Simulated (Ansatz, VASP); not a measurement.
# Two plane-wave programs on Te2Mo

```xyz
6
Lattice="3.5182 0.0000 0.0000 -1.7591 3.0469 0.0000 0.0000 0.0000 13.9736" Properties=species:S:1:pos:R:3 pbc="T T T"
Te    0.0000    2.0312    8.6776
Te    1.7591    1.0156    1.6908
Te    0.0000    2.0312   12.2828
Te    1.7591    1.0156    5.2960
Mo    0.0000    2.0312    3.4934
Mo    1.7591    1.0156   10.4802
```

Alike in both runs: task single point; functional PBE; dispersion D3(BJ); k mesh 3 × 3 × 1; occupations gaussian, width 0.02 eV; no spin polarisation.

|  | VASP | Ansatz |
| --- | --- | --- |
| version | VASP 6.6.1 | Ansatz 0.2.0 |
| potentials or method | VASP PAW PBE potentials, release 64 (Te, Mo_sv), cutoff 500 eV | scalar-relativistic, plane waves, PAW |
| valence electrons in the cell | 52 | 92 |

VASP gave:

- gap on the k mesh at the Fermi level (eV): 1.00
- least direct gap on the mesh (eV): 1.00
- pressure (GPa): -0.9
- traceless stress, the component that is largest in VASP (GPa): 0.37
- rms of the force components (eV/Å): 0.053

**Question.** What did Ansatz give for the same quantities?

**Answer.** gap on the k mesh at the Fermi level (eV): 1.00; least direct gap on the mesh (eV): 1.00; pressure (GPa): -0.9; traceless stress, the component that is largest in VASP (GPa): 0.33; rms of the force components (eV/Å): 0.058.

Atom by atom the forces differ by 0.005 eV/Å (rms over components). VASP's potentials hold 52 valence electrons a cell and Ansatz's 92, so a difference there can come from the potentials and not from the codes.

The k mesh is coarse, so the values compare programs but aren't converged. Spin-orbit coupling is off throughout.
